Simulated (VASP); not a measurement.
# Ni (Fm-3m) in VASP: notebook, part 2 of 2

VASP 6.6.1. The steps go on from the part before.

### 5 Single point, PBE, collinear spin, ferromagnetic start

This run uses another cell than the first one, of 10.89 Å³/atom, 1.038 times its volume.

The input, INCAR:

```
SYSTEM = Ni
  ALGO = Fast
  EDIFF = 1E-7
  ENCUT = 520
  GGA = PE
  ISIF = 2
  ISMEAR = 0
  ISPIN = 2
  LASPH = .True.
  LCHARG = .False.
  LMAXMIX = 4
  LORBIT = 11
  LREAL = .False.
  LWAVE = .False.
  MAGMOM = 0.84
  NBANDS = 15
  NELM = 150
  PREC = Accurate
  SIGMA = 0.1
```

The input, KPOINTS:

```
k-points
0
Gamma
  20 20 20
  0 0 0
```

The input, POSCAR:

```
Ni
1.0
    0.0000000000      1.7592398735      1.7592398735
    1.7592398735      0.0000000000      1.7592398735
    1.7592398735      1.7592398735      0.0000000000
Ni
1
Direct
    0.0000000000      0.0000000000      0.0000000000
```

Potentials or basis: VASP PAW PBE potentials, release 64 (Ni).

Run with:

```bash
> cat potpaw_PBE.64/Ni/POTCAR > POTCAR
> mpirun -np 1 vasp_std > vasp.out
```

OUTCAR:

```text
SYSTEM = Ni
   EDIFF = 1E-7
   ENCUT = 520
   GGA = PE
   ISIF = 2
   ISMEAR = 0
   ISPIN = 2
   LASPH = .True.
   LORBIT = 11
   LREAL = .False.
   NELM = 150
   PREC = Accurate

 ion  position               nearest neighbor table
   1  0.000  0.000  0.000-

  LATTYP: Found a face centered cubic cell.
 ALAT       =     3.5184797470

[... 1066 lines left out ...]
     13      43.3643      0.00000
     14      50.0504      0.00000
     15      51.8304      0.00000

 [... further k-points ...]
[... 5 lines left out ...]
  --------------------------------------------------------------------------------------
  -------------------------------------------------------------------------------------
  Total       -0.0070848     -0.0070848     -0.0070848     -0.0000000      0.0000000      0.0000000
  in kB       -1.0423917     -1.0423917     -1.0423917     -0.0000000      0.0000000      0.0000000
  external PRESSURE =      -1.0423917 kB  Pullay stress =       0.0000000 kB

 VOLUME and BASIS-vectors are now :
 -----------------------------------------------------------------------------
  energy-cutoff  :      520.00
  volume of cell :       10.89
      direct lattice vectors                 reciprocal lattice vectors
     0.000000000  1.759239874  1.759239874    -0.284213658  0.284213658  0.284213658
     1.759239874  0.000000000  1.759239874     0.284213658 -0.284213658  0.284213658
     1.759239874  1.759239874  0.000000000     0.284213658  0.284213658 -0.284213658

 POSITION                                       TOTAL-FORCE (eV/Angst)
 -----------------------------------------------------------------------------------
      0.00000      0.00000      0.00000         0.000000      0.000000      0.000000
 -----------------------------------------------------------------------------------
    total drift:                               -0.000000     -0.000000     -0.000000

  FREE ENERGIE OF THE ION-ELECTRON SYSTEM (eV)
  ---------------------------------------------------
  free  energy   TOTEN  =        -5.4751340409 eV

  energy  without entropy=       -5.4663605813  energy(sigma->0) =       -5.47074731

 total charge

# of ion       s       p       d       tot
------------------------------------------
    1        0.497   0.497   8.314   9.308

 magnetization (x)

# of ion       s       p       d       tot
------------------------------------------
    1       -0.007  -0.025   0.672   0.640
```

OSZICAR:

```text
N       E                     dE             d eps       ncg     rms          rms(c)
DAV:   1     0.330848244018E+02    0.33085E+02   -0.41977E+03 16322   0.854E+02
DAV:   2    -0.506461324182E+01   -0.38149E+02   -0.35361E+02 17460   0.162E+02
DAV:   3    -0.649458783114E+01   -0.14300E+01   -0.14153E+01 18671   0.307E+01
DAV:   4    -0.650327574347E+01   -0.86879E-02   -0.86865E-02 18955   0.229E+00
DAV:   5    -0.650338038010E+01   -0.10464E-03   -0.10463E-03 19050   0.227E-01    0.989E+00
RMM:   6    -0.581409147528E+01    0.68929E+00   -0.16666E+00 20773   0.137E+01    0.640E+00
RMM:   7    -0.549764473921E+01    0.31645E+00   -0.19549E-01 20493   0.454E+00    0.208E+00
RMM:   8    -0.547768757673E+01    0.19957E-01   -0.43525E-03 23654   0.387E-01    0.960E-01
RMM:   9    -0.547565025727E+01    0.20373E-02   -0.79367E-04 24071   0.167E-01    0.232E-01
RMM:  10    -0.547514347744E+01    0.50678E-03   -0.16006E-04 22044   0.132E-01    0.410E-02
RMM:  11    -0.547513290120E+01    0.10576E-04   -0.38052E-05 23334   0.469E-02    0.374E-02
RMM:  12    -0.547513413591E+01   -0.12347E-05   -0.84089E-06 24726   0.174E-02    0.148E-02
RMM:  13    -0.547513404091E+01    0.95001E-07   -0.99434E-07 23470   0.631E-03
   1 F= -.54751340E+01 E0= -.54707473E+01  d E =-.877346E-02  mag=     0.6284
```

stdout:

```text
POSCAR found type information on POSCAR Ni
 POSCAR found :  1 types and       1 ions
 scaLAPACK will be used
 LDA part: xc-table for (Slater+PW92), standard interpolation
 POSCAR, INCAR and KPOINTS ok, starting setup
 FFT: planning ... GRIDC
 FFT: planning ... GRID_SOFT
 FFT: planning ... GRID
 WAVECAR not read
 entering main loop
WARNING in EDDRMM: call to ZHEGV failed, returncode =   6  3     15
WARNING in EDDRMM: call to ZHEGV failed, returncode =   8  4     13
WARNING in EDDRMM: call to ZHEGV failed, returncode =   8  4     12
WARNING in EDDRMM: call to ZHEGV failed, returncode =   6  3     13
WARNING in EDDRMM: call to ZHEGV failed, returncode =   6  3     13
WARNING in EDDRMM: call to ZHEGV failed, returncode =   6  3     15
WARNING in EDDRMM: call to ZHEGV failed, returncode =   8  4     12
WARNING in EDDRMM: call to ZHEGV failed, returncode =   8  4     12
WARNING in EDDRMM: call to ZHEGV failed, returncode =   6  3     12
WARNING in EDDRMM: call to ZHEGV failed, returncode =   8  4     13
```

Wall time 51 s (1 thread of AMD EPYC 9R45 (Zen 5), shared host); peak memory 0.15 GiB.

Results:

| Quantity | Value |
| --- | --- |
| Free energy | -5.4751 eV |
| Pressure | -0.1 GPa |
| Net moment | 0.63 μB per cell |
| Site moments | Ni +0.64 μB |
| Valence electrons inside the program's atomic spheres | Ni 9.31 |

Levels at points of the mesh, in eV from the Fermi level:
Spin up:
| k point | band 1 | band 2 | band 3 | band 4 | band 5 | band 6 | band 7 | band 8 | band 9 | band 10 |
| --- | --- | --- | --- | --- | --- | --- | --- | --- | --- | --- |
| (0.00, 0.00, 0.00) | -9.01 | -2.44 | -2.44 | -2.44 | -1.26 | -1.26 | 23.72 | 27.57 | 27.57 | 27.57 |
| (0.50, 0.00, 0.00) | -4.83 | -2.42 | -2.42 | -0.61 | -0.61 | -0.29 | 5.65 | 22.21 | 24.66 | 24.66 |
| (0.50, 0.50, 0.00) | -4.64 | -4.20 | -0.55 | -0.48 | -0.48 | 2.45 | 9.21 | 14.82 | 14.82 | 19.71 |
Spin down:
| k point | band 3 | band 4 | band 5 | band 6 | band 7 | band 8 |
| --- | --- | --- | --- | --- | --- | --- |
| (0.00, 0.00, 0.00) | -1.68 | -1.68 | -0.67 | -0.67 | 23.55 | 27.55 |
| (0.50, 0.00, 0.00) | -1.80 | -0.35 | 0.15 | 0.15 | 6.08 | 22.06 |
| (0.50, 0.50, 0.00) | 0.06 | 0.39 | 0.39 | 2.40 | 9.45 | 14.82 |

### 6 Relaxation of cell and atoms, PBE, collinear spin, ferromagnetic start

This run uses another cell than the first one, of 10.90 Å³/atom, 1.039 times its volume.

The input, INCAR:

```
SYSTEM = Ni
PREC = Accurate ; ENCUT = 600
EDIFF = 1E-6 ; ISMEAR = 0
SIGMA = 0.1 ; LREAL = .FALSE.
LASPH = .TRUE. ; NELM = 150
ALGO = Normal ; ISIF = 3
LWAVE = .FALSE. ; LCHARG = .FALSE.
ISPIN = 2 ; MAGMOM = 0.84
LORBIT = 11 ; LMAXMIX = 4
GGA = PE ; IBRION = 2
NSW = 100 ; EDIFFG = -0.005
```

The input, KPOINTS:

```
regular mesh
0
G
  20 20 20
  0 0 0
```

The input, POSCAR:

```
Ni
1.0
    0.0000000000      1.7599725270      1.7599725270
    1.7599725270      0.0000000000      1.7599725270
    1.7599725270      1.7599725270      0.0000000000
Ni
1
Direct
    0.0000000000      0.0000000000      0.0000000000
```

Potentials or basis: VASP PAW PBE potentials, release 64 (Ni).

Run with:

```bash
> cat potpaw_PBE.64/Ni/POTCAR > POTCAR
> mpirun -np 1 vasp_std > vasp.out
```

OUTCAR:

```text
SYSTEM = Ni
   PREC = Accurate
   ENCUT = 600
   EDIFF = 1E-6
   ISMEAR = 0
   LREAL = .FALSE.
   LASPH = .TRUE.
   NELM = 150
   ISIF = 3
   ISPIN = 2
   LORBIT = 11
   GGA = PE
   IBRION = 2
   NSW = 100
   EDIFFG = -0.005

 ion  position               nearest neighbor table
   1  0.000  0.000  0.000-

  LATTYP: Found a face centered cubic cell.
 ALAT       =     3.5199450540

  Lattice vectors:

 A1 = (   0.0000000000,   1.7599725270,   1.7599725270)
 A2 = (   1.7599725270,   0.0000000000,   1.7599725270)
 A3 = (   1.7599725270,   1.7599725270,   0.0000000000)

Analysis of symmetry for initial positions (statically):
=====================================================================
 Subroutine PRICEL returns:
 Original cell was already a primitive cell.

 Routine SETGRP: Setting up the symmetry group for a
 face centered cubic supercell.

 Subroutine GETGRP returns: Found 48 space group operations
[... 266 lines left out ...]

 k-point     1 :       0.0000    0.0000    0.0000
  band No.  band energies     occupation
      1       0.3660      1.00000
      2       6.9371      1.00000
      3       6.9371      1.00000
      4       6.9371      1.00000
      5       8.1159      1.00000
      6       8.1159      1.00000
      7      33.0992      0.00000
      8      36.9589      0.00000
      9      36.9589      0.00000
[... 265 lines left out ...]
 k-point    24 :      -0.3500    0.0500    0.0000
  band No.  band energies     occupation
      1       4.1930      1.00000
      2       7.0250      1.00000
      3       7.0798      1.00000
      4       7.2008      1.00000
      5       8.4455      1.00000
      6       8.7954      1.00000
      7      18.5152      0.00000
      8      31.0597      0.00000
      9      33.4260      0.00000

 [... further k-points ...]

 spin component 2

 k-point     1 :       0.0000    0.0000    0.0000
  band No.  band energies     occupation
      1       0.3302      1.00000
      2       7.6946      1.00000
      3       7.6946      1.00000
      4       7.6946      1.00000
      5       8.7022      1.00000
      6       8.7022      1.00000
      7      32.9350      0.00000
      8      36.9390      0.00000
      9      36.9390      0.00000
[... 304 lines left out ...]
  FREE ENERGIE OF THE ION-ELECTRON SYSTEM (eV)
  ---------------------------------------------------
  free  energy   TOTEN  =        -5.4748518865 eV

  energy  without entropy=       -5.4660866605  energy(sigma->0) =       -5.47046927

 reached required accuracy - stopping structural energy minimisation

 total charge

# of ion       s       p       d       tot
------------------------------------------
    1        0.498   0.498   8.314   9.310

 magnetization (x)

# of ion       s       p       d       tot
------------------------------------------
    1       -0.007  -0.025   0.672   0.640
```

Wall time 47 s (1 thread of Intel Xeon 6975P-C (Granite Rapids), shared host); peak memory 0.18 GiB.

Results:

```yaml
Free_energy: -5.4749 eV
Relaxed_volume: 10.88 Å³/atom
Relaxed_cell: a = 2.487 Å, b = 2.487 Å, c = 2.487 Å, α = 60.00°, β = 60.00°, γ = 60.00°
Space_group_after_relaxing_to_0.05_Å: Fm-3m (No. 225)
Energy_gained_by_relaxing: 0.0 meV/atom
Ionic_steps: 3
Pressure_after_relaxing: 0.0 GPa
Net_moment: 0.63 μB per cell
Site_moments: Ni +0.64 μB
Valence_electrons_inside_the_program's_atomic_spheres: Ni 9.31
```

Final structure:
```
Ni
1.0
     0.00000    1.75877    1.75877
     1.75877    0.00000    1.75877
     1.75877    1.75877    0.00000
Ni
1
Cartesian
  0.0000 0.0000 0.0000
```

### 7 Summary

```csv
task,cell,k mesh,cutoff (eV),gap on the mesh (eV),pressure (GPa),moment (μB),relaxed volume (Å³/atom)
single point,"a = 2.457 Å, angles 60.0°, 1 atom",8 × 8 × 8,520,none,8.3,0.70,-
single point,"a = 2.489 Å, angles 60.0°, 1 atom",10 × 10 × 10,520,none,0.2,0.72,-
relaxation of cell and atoms,"relaxed from a = 2.457 Å, angles 60.0°, 1 atom",10 × 10 × 10,600,none,0.0,0.72,10.91
single point,"a = 2.488 Å, angles 60.0°, 1 atom",20 × 20 × 20,520,none,-0.1,0.63,-
relaxation of cell and atoms,"relaxed from a = 2.489 Å, angles 60.0°, 1 atom",20 × 20 × 20,600,none,0.0,0.63,10.88
```

Alike in all rows: level PBE; potentials or basis VASP PAW PBE potentials, release 64 (Ni); spin collinear, ferromagnetic start; smearing gaussian 0.1 eV.

Caveats: some runs use coarse meshes.

Absolute energies hang on the potentials; compare differences alone.
